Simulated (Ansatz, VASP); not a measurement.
# TiAl3: VASP beside Ansatz

```xyz
4
Lattice="-1.9111 1.9111 4.2807 1.9111 -1.9111 4.2807 1.9111 1.9111 -4.2807" Properties=species:S:1:pos:R:3 pbc="T T T"
Ti    0.0000    0.0000    0.0000
Al    0.0000    0.0000    4.2807
Al    0.0000    1.9111    2.1403
Al    1.9111    0.0000    2.1403
```

Alike in both runs: task relaxation of cell and atoms; functional LDA; k mesh 14 × 14 × 14; occupations gaussian, width 0.1 eV; no spin polarisation.

```csv
,VASP,Ansatz
version,VASP 6.6.1,Ansatz 0.2.0
potentials or method,"VASP PAW LDA potentials, release 64 (Ti_sv, Al), cutoff 600 eV","scalar-relativistic, plane waves, PAW"
valence electrons in the cell,21,21
```

VASP gave:

| Quantity | Value |
| --- | --- |
| gap on the k mesh at the Fermi level, each at its own relaxed structure (eV) | none |
| relaxed volume (Å³/atom) | 15.17 |
| relaxed length of the cell vector where the two differ most in proportion (Å) | 5.016 |

**Question.** What did Ansatz give for the same quantities?

**Answer.** gap on the k mesh at the Fermi level, each at its own relaxed structure (eV): none; relaxed volume (Å³/atom): 15.14; relaxed length of the cell vector where the two differ most in proportion (Å): 5.013.

Ansatz warns that its potentials were made for another functional, while VASP's fit it. LDA's correlation is that of Perdew and Zunger in VASP and of Perdew and Wang (1992) in Ansatz. A gap of «none» marks a metal or a gap that the smearing closes.
